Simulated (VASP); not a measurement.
# MgSe (Fm-3m) in VASP: further runs, part 2 of 2

VASP 6.6.1. The steps go on from the part before.

### Step 3. Single point, BLYP

This run uses another cell than the first one, of 20.85 Å³/atom, 0.991 times its volume.

INCAR

```
SYSTEM = MgSe
  AGGAC = 1.0
  AGGAX = 1.0
  ALDAC = 0.0
  ALDAX = 1.0
  ALGO = Normal
  EDIFF = 1E-6
  ENCUT = 600
  GGA = B5
  GGA_COMPAT = .False.
  ISIF = 2
  ISMEAR = 0
  LASPH = .True.
  LCHARG = .False.
  LREAL = .False.
  LWAVE = .False.
  NBANDS = 11
  NELM = 120
  PREC = Accurate
  SIGMA = 0.05
```

KPOINTS

```
k-points
0
Gamma
  8 8 8
  0 0 0
```

POSCAR

```
MgSe
1.0
    0.0000000000      2.7522269078      2.7522269078
    2.7522269078      0.0000000000      2.7522269078
    2.7522269078      2.7522269078      0.0000000000
Mg Se
1 1
Direct
    0.0000000000      0.0000000000      0.0000000000
    0.5000000000      0.5000000000      0.5000000000
```

Potentials or basis: VASP PAW PBE potentials, release 64 (Mg, Se).

The run is started by

```bash
$ cat potpaw_PBE.64/Mg/POTCAR potpaw_PBE.64/Se/POTCAR > POTCAR
$ mpirun -np 1 vasp_std > vasp.out
```

OUTCAR:

```text
SYSTEM = MgSe
   EDIFF = 1E-6
   ENCUT = 600
   GGA = B5
   ISIF = 2
   ISMEAR = 0
   LASPH = .True.
   LREAL = .False.
   NELM = 120
   PREC = Accurate

 ion  position               nearest neighbor table
   1  0.000  0.000  0.000-   2 2.75   2 2.75   2 2.75   2 2.75   2 2.75   2 2.75
   2  0.500  0.500  0.500-   1 2.75   1 2.75   1 2.75   1 2.75   1 2.75   1 2.75

  LATTYP: Found a face centered cubic cell.
 ALAT       =     5.5044538156

  Lattice vectors:

 A1 = (   0.0000000000,   2.7522269078,   2.7522269078)
 A2 = (   2.7522269078,   0.0000000000,   2.7522269078)
 A3 = (   2.7522269078,   2.7522269078,   0.0000000000)

Analysis of symmetry for initial positions (statically):
=====================================================================
 Subroutine PRICEL returns:
 Original cell was already a primitive cell.

 Routine SETGRP: Setting up the symmetry group for a
 face centered cubic supercell.

 Subroutine GETGRP returns: Found 48 space group operations
 (whereof 48 operations were pure point group operations)
 out of a pool of 48 trial point group operations.

The static configuration has the point symmetry O_h .

Analysis of symmetry for dynamics (positions and initial velocities):
=====================================================================
 Subroutine PRICEL returns:
 Original cell was already a primitive cell.

 Routine SETGRP: Setting up the symmetry group for a
 face centered cubic supercell.

 Subroutine GETGRP returns: Found 48 space group operations
 (whereof 48 operations were pure point group operations)
 out of a pool of 48 trial point group operations.

The dynamic configuration has the point symmetry O_h .

 Subroutine INISYM returns: Found 48 space group operations
 (whereof 48 operations are pure point group operations),
 and found     1 'primitive' translations

[... 120 lines left out ...]
   LHFCALC =     F    Hartree Fock is set to
   AEXX    =    0.0000 exact exchange contribution
   IVDW    =     0    specifies the selected vdW correction
   LEPSILON=     F    determine dielectric tensor
   LRPA    =     F    only Hartree local field effects (RPA)
 non-spin polarized calculation
 Gauss-broadening in eV      SIGMA  =   0.05
  energy-cutoff  :      600.00
  volume of cell :       41.69
 maximum number of plane-waves:      1411
   NGX = 15   NGY = 15   NGZ = 15

 number of electron       8.0000001 magnetization

 Free energy of the ion-electron system (eV)
  ---------------------------------------------------
  ext. energy  EPLUGINS =         0.00000000
  ---------------------------------------------------
  free energy    TOTEN  =        -6.40984236 eV

  energy without entropy =       -6.40984236  energy(sigma->0) =       -6.40984236

 E-fermi :   3.6071     XC(G=0):  -8.7893

 val. band max:        3.3741163563   @ k =   0.0000   0.0000   0.0000
 cond. band min:       5.1826386327   @ k =   0.5000   0.5000   0.0000
 fundamental gap:      1.8085222764
 Fermi energy:         3.6070889473

 k-point     1 :       0.0000    0.0000    0.0000
  band No.  band energies     occupation
      1      -9.3646      2.00000
      2       3.3741      2.00000
      3       3.3741      2.00000
      4       3.3741      2.00000
      5       5.9441      0.00000
      6      11.0143      0.00000
      7      11.0143      0.00000
      8      11.0143      0.00000
      9      13.3592      0.00000
     10      13.3592      0.00000
     11      14.5207      0.00000
[... 309 lines left out ...]
 k-point    24 :      -0.3750    0.2500    0.1250
  band No.  band energies     occupation
      1      -8.1866      2.00000
      2      -0.8013      2.00000
      3       1.3258      2.00000
      4       2.2537      2.00000
      5       8.1120      0.00000
      6       8.9714      0.00000
      7      11.1580      0.00000
      8      12.5091      0.00000
      9      14.5407      0.00000
     10      15.0109      0.00000
     11      17.6076      0.00000

 [... further k-points ...]

------------------------ aborting loop because EDIFF is reached ----------------------------------------

  FORCE on cell =-STRESS in cart. coord.  units (eV):
  Direction    XX          YY          ZZ          XY          YZ          ZX
  --------------------------------------------------------------------------------------
  -------------------------------------------------------------------------------------
  Total        0.6408728      0.6408728      0.6408728     -0.0000000      0.0000000      0.0000000
  in kB       24.6263324     24.6263324     24.6263324     -0.0000000      0.0000000      0.0000000
  external PRESSURE =      24.6263324 kB  Pullay stress =       0.0000000 kB

 VOLUME and BASIS-vectors are now :
 -----------------------------------------------------------------------------
  energy-cutoff  :      600.00
  volume of cell :       41.69
      direct lattice vectors                 reciprocal lattice vectors
     0.000000000  2.752226908  2.752226908    -0.181671067  0.181671067  0.181671067
     2.752226908  0.000000000  2.752226908     0.181671067 -0.181671067  0.181671067
     2.752226908  2.752226908  0.000000000     0.181671067  0.181671067 -0.181671067

 POSITION                                       TOTAL-FORCE (eV/Angst)
 -----------------------------------------------------------------------------------
      0.00000      0.00000      0.00000         0.000000     -0.000000      0.000000
      2.75223      2.75223      2.75223        -0.000000      0.000000     -0.000000
 -----------------------------------------------------------------------------------
    total drift:                               -0.000000     -0.000000      0.000000

  FREE ENERGIE OF THE ION-ELECTRON SYSTEM (eV)
  ---------------------------------------------------
  free  energy   TOTEN  =        -6.4098423647 eV

  energy  without entropy=       -6.4098423647  energy(sigma->0) =       -6.40984236
```

Run time: 20 s. Hardware: 1 thread of Intel Xeon Platinum 8488C (Sapphire Rapids), shared host; peak memory 0.18 GiB.

Results:

| Item | Value |
| --- | --- |
| Free energy | -6.4098 eV |
| Pressure | 2.5 GPa |
| Band gap on the k mesh | 1.81 eV, indirect (least direct gap 2.57 eV) |

Levels at points of the mesh, in eV from the valence-band top:
```tsv
k point	band 1	band 2	band 3	band 4	band 5	band 6	band 7	band 8	band 9
(0.00, 0.00, 0.00)	-12.74	0.00	0.00	0.00	2.57	7.64	7.64	7.64	9.99
(0.50, 0.00, 0.00)	-11.71	-4.68	-0.53	-0.53	4.10	6.19	6.19	8.39	11.61
(0.50, 0.50, 0.00)	-11.42	-3.97	-1.67	-1.67	1.81	4.40	11.72	12.03	12.03
```

Caveat: the PAW data sets were made with another functional, which shifts forces and pressure a little.

### Step 4. Single point, BLYP

This run uses another cell than the first one, of 21.73 Å³/atom, 1.033 times its volume.

INCAR

```
SYSTEM = MgSe
AGGAC = 1.0
AGGAX = 1.0
ALDAC = 0.0
ALDAX = 1.0
ALGO = Normal
EDIFF = 1E-6
ENCUT = 600
GGA = B5
GGA_COMPAT = .False.
ISIF = 2
ISMEAR = 0
LASPH = .True.
LCHARG = .True.
LELF = .True.
LREAL = .False.
LVHAR = .True.
LWAVE = .False.
NBANDS = 11
NELM = 120
PREC = Accurate
SIGMA = 0.05
```

KPOINTS is that of step 3.

POSCAR

```
MgSe
1.0
    0.0000000000      2.7903719958      2.7903719958
    2.7903719958      0.0000000000      2.7903719958
    2.7903719958      2.7903719958      0.0000000000
Mg Se
1 1
Direct
    0.0000000000      0.0000000000      0.0000000000
    0.5000000000      0.5000000000      0.5000000000
```

Potentials or basis: VASP PAW PBE potentials, release 64 (Mg, Se).

The run is started by

```bash
$ cat potpaw_PBE.64/Mg/POTCAR potpaw_PBE.64/Se/POTCAR > POTCAR
$ mpirun -np 1 vasp_std > vasp.out
```

OUTCAR:

```text
SYSTEM = MgSe
   EDIFF = 1E-6
   ENCUT = 600
   GGA = B5
   ISIF = 2
   ISMEAR = 0
   LASPH = .True.
   LREAL = .False.
   NELM = 120
   PREC = Accurate

 ion  position               nearest neighbor table
   1  0.000  0.000  0.000-   2 2.79   2 2.79   2 2.79   2 2.79   2 2.79   2 2.79
   2  0.500  0.500  0.500-   1 2.79   1 2.79   1 2.79   1 2.79   1 2.79   1 2.79

  LATTYP: Found a face centered cubic cell.
 ALAT       =     5.5807439916

  Lattice vectors:

 A1 = (   0.0000000000,   2.7903719958,   2.7903719958)
 A2 = (   2.7903719958,   0.0000000000,   2.7903719958)
 A3 = (   2.7903719958,   2.7903719958,   0.0000000000)

Analysis of symmetry for initial positions (statically):
=====================================================================
 Subroutine PRICEL returns:
 Original cell was already a primitive cell.

 Routine SETGRP: Setting up the symmetry group for a
 face centered cubic supercell.

 Subroutine GETGRP returns: Found 48 space group operations
 (whereof 48 operations were pure point group operations)
 out of a pool of 48 trial point group operations.

The static configuration has the point symmetry O_h .

[... 171 lines left out ...]
      3       3.0417      2.00000
      4       3.0417      2.00000
      5       5.3449      0.00000
      6      10.6878      0.00000
      7      10.6878      0.00000
      8      10.6878      0.00000
      9      12.9464      0.00000
     10      12.9464      0.00000
     11      13.9026      0.00000
[... 309 lines left out ...]
 k-point    24 :      -0.3750    0.2500    0.1250
  band No.  band energies     occupation
      1      -8.4144      2.00000
      2      -0.9400      2.00000
      3       1.1136      2.00000
      4       1.9936      2.00000
      5       7.6612      0.00000
      6       8.5477      0.00000
      7      10.6765      0.00000
      8      11.9636      0.00000
      9      14.0431      0.00000
     10      14.3997      0.00000
     11      17.0550      0.00000

 [... further k-points ...]

------------------------ aborting loop because EDIFF is reached ----------------------------------------

  FORCE on cell =-STRESS in cart. coord.  units (eV):
  Direction    XX          YY          ZZ          XY          YZ          ZX
  --------------------------------------------------------------------------------------
  -------------------------------------------------------------------------------------
  Total       -0.0080804     -0.0080804     -0.0080804      0.0000000     -0.0000000      0.0000000
  in kB       -0.2979381     -0.2979381     -0.2979381      0.0000000     -0.0000000      0.0000000
  external PRESSURE =      -0.2979381 kB  Pullay stress =       0.0000000 kB

 VOLUME and BASIS-vectors are now :
 -----------------------------------------------------------------------------
  energy-cutoff  :      600.00
  volume of cell :       43.45
      direct lattice vectors                 reciprocal lattice vectors
     0.000000000  2.790371996  2.790371996    -0.179187578  0.179187578  0.179187578
     2.790371996  0.000000000  2.790371996     0.179187578 -0.179187578  0.179187578
     2.790371996  2.790371996  0.000000000     0.179187578  0.179187578 -0.179187578

 POSITION                                       TOTAL-FORCE (eV/Angst)
 -----------------------------------------------------------------------------------
      0.00000      0.00000      0.00000         0.000000      0.000000      0.000000
      2.79037      2.79037      2.79037        -0.000000     -0.000000      0.000000
 -----------------------------------------------------------------------------------
    total drift:                               -0.000000     -0.000000      0.000000

  FREE ENERGIE OF THE ION-ELECTRON SYSTEM (eV)
  ---------------------------------------------------
  free  energy   TOTEN  =        -6.4228552982 eV

  energy  without entropy=       -6.4228552982  energy(sigma->0) =       -6.42285530
```

Run time: 20 s. Hardware: 1 thread of Intel Xeon Platinum 8488C (Sapphire Rapids), shared host; peak memory 0.18 GiB.

Results:

| Quantity | Value |
| --- | --- |
| Free energy | -6.4229 eV |
| Pressure | 0.0 GPa |
| Band gap on the k mesh | 1.73 eV, indirect (least direct gap 2.30 eV) |

Caveat: the PAW data sets were made with another functional, which shifts forces and pressure a little.

### Step 5. The runs side by side

```tsv
level	cell	gap on the mesh (eV)	pressure (GPa)
PBEsol	a = 3.904 Å, angles 60.0°, 2 atoms	1.70	-2.4
BLYP	a = 3.892 Å, angles 60.0°, 2 atoms	1.81	2.5
BLYP	a = 3.946 Å, angles 60.0°, 2 atoms	1.73	0.0
```

Alike in all rows: task single point; potentials or basis VASP PAW PBE potentials, release 64 (Mg, Se); no spin polarisation; k mesh 8 × 8 × 8; cutoff (eV) 600; smearing gaussian 0.05 eV.

Caveats: the PAW data sets were made with another functional, which shifts forces and pressure a little.

Absolute energies hang on the potentials; compare differences alone.
